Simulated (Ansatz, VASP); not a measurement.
## Two plane-wave programs on Sb7C

The input INCAR:

```
SYSTEM = Sb7C
PREC     = Accurate       ! precision mode
ENCUT    = 520            ! plane-wave cutoff, eV
EDIFF    = 1E-6           ! SCF threshold, eV
ISMEAR   = 0              ! smearing method
SIGMA    = 0.1            ! smearing width, eV
LREAL    = .FALSE.        ! projectors in reciprocal space
LASPH    = .TRUE.         ! aspherical terms in the spheres
NELM     = 60             ! most SCF steps
ALGO     = Normal         ! electronic algorithm
ISIF     = 2              ! what is computed and relaxed
LWAVE    = .FALSE.        ! write WAVECAR
LCHARG   = .FALSE.        ! write CHGCAR
GGA      = PE             ! functional
NBANDS   = 30             ! bands
```

Contents of KPOINTS:

```
Automatic mesh
0
G
  4 4 4
  0 0 0
```

The input POSCAR:

```
Sb7C
1.0
   -3.8531771800      3.8531771800      3.8531771800
    3.8531771800     -3.8531771800      3.8531771800
    3.8531771800      3.8531771800     -3.8531771800
Sb C
7 1
Direct
    0.0000000000      0.5000000000      0.5000000000
    0.5000000000      0.5000000000      0.0000000000
    0.5000000000      0.0000000000      0.5000000000
    0.0000000000      0.0000000000      0.5000000000
    0.0000000000      0.5000000000      0.0000000000
    0.5000000000      0.0000000000      0.0000000000
    0.5000000000      0.5000000000      0.5000000000
    0.0000000000      0.0000000000      0.0000000000
```

Input for Ansatz:

```yaml
crystal:
  lattice:
    - [-3.85317718, 3.85317718, 3.85317718]
    - [3.85317718, -3.85317718, 3.85317718]
    - [3.85317718, 3.85317718, -3.85317718]
  atoms:
    - { symbol: Sb, position: [0.0, 0.5, 0.5] }
    - { symbol: Sb, position: [0.5, 0.5, 0.0] }
    - { symbol: Sb, position: [0.5, 0.0, 0.5] }
    - { symbol: Sb, position: [0.0, 0.0, 0.5] }
    - { symbol: Sb, position: [0.0, 0.5, 0.0] }
    - { symbol: Sb, position: [0.5, 0.0, 0.0] }
    - { symbol: Sb, position: [0.5, 0.5, 0.5] }
    - { symbol: C, position: [0.0, 0.0, 0.0] }
basis:
  ecutwfc: 420
kpoints:
  mp_grid: { grid: [4, 4, 4] }
hamiltonian:
  xc: pbe
scf:
  occupations: { method: gaussian, width: 0.1 }
  lower_state_search: "off"
output:
  forces: true
  stress: true
  eigenvalues: true
```

Change from the starting cell: species swapped into the Fe7Co type (Im-3m, No. 229).

Alike in both runs: task single point; functional PBE; k mesh 4 × 4 × 4; occupations gaussian, width 0.1 eV; no spin polarisation.

|  | VASP | Ansatz |
| --- | --- | --- |
| version | VASP 6.6.1 | Ansatz 0.2.0 |
| potentials or method | VASP PAW PBE potentials, release 64 (Sb, C), cutoff 520 eV | scalar-relativistic, plane waves, PAW |
| valence electrons in the cell | 39 | 109 |

Ansatz gave:

| Item | Value |
| --- | --- |
| gap on the k mesh at the Fermi level (eV) | none |
| pressure (GPa) | -5.9 |

**Question.** Estimate VASP's values.

**Answer.** gap on the k mesh at the Fermi level (eV): none; pressure (GPa): -6.0.

A gap of «none» marks a metal or a gap that the smearing closes. VASP's potentials hold 39 valence electrons a cell and Ansatz's 109, so a difference there can come from the potentials and not from the codes.

Spin-orbit coupling is off throughout.
